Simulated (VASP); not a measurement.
A run of VASP 6.6.1 is set up as follows.

Contents of INCAR:

```
SYSTEM = TePb
PREC = Accurate ; ENCUT = 520
EDIFF = 1E-6 ; ISMEAR = 0
SIGMA = 0.05 ; LREAL = .FALSE.
LASPH = .TRUE. ; NELM = 60
ALGO = Normal ; ISIF = 2
LWAVE = .FALSE. ; LCHARG = .FALSE.
GGA = PS ; NBANDS = 17
```

The input KPOINTS:

```
Automatic mesh
0
G
  8 8 8
  0 0 0
```

Contents of POSCAR:

```
TePb
1.0
    0.0000000000      3.5056409327      2.7343999275
    3.5056409327      0.0000000000      2.7343999275
    3.5056409327      3.5056409327      0.0000000000
Te Pb
1 1
Direct
    0.5000000000      0.5000000000      0.5000000000
    0.0000000000      0.0000000000      0.0000000000
```

Potentials or basis: VASP PAW PBE potentials, release 64 (Te, Pb_d).

Command:

```bash
$ cat potpaw_PBE.64/Te/POTCAR potpaw_PBE.64/Pb_d/POTCAR > POTCAR
$ mpirun -np 1 vasp_std > vasp.out
```

Problem. Estimate the pressure.

Solution. 6.8 GPa.

Problem. Estimate the band gap on the k mesh.

Solution. Zero (bands 10 and 11 overlap by 1.01 eV).

Stress tensor (GPa, compression positive):
```
-4.01  0.00  0.00
 0.00 -4.01  0.00
 0.00  0.00 28.51
```

Caveat: the cell stands under pressure; the PAW data sets were made with another functional, which shifts forces and pressure a little; spin-orbit coupling is left out, which moves the levels of the heavy elements.
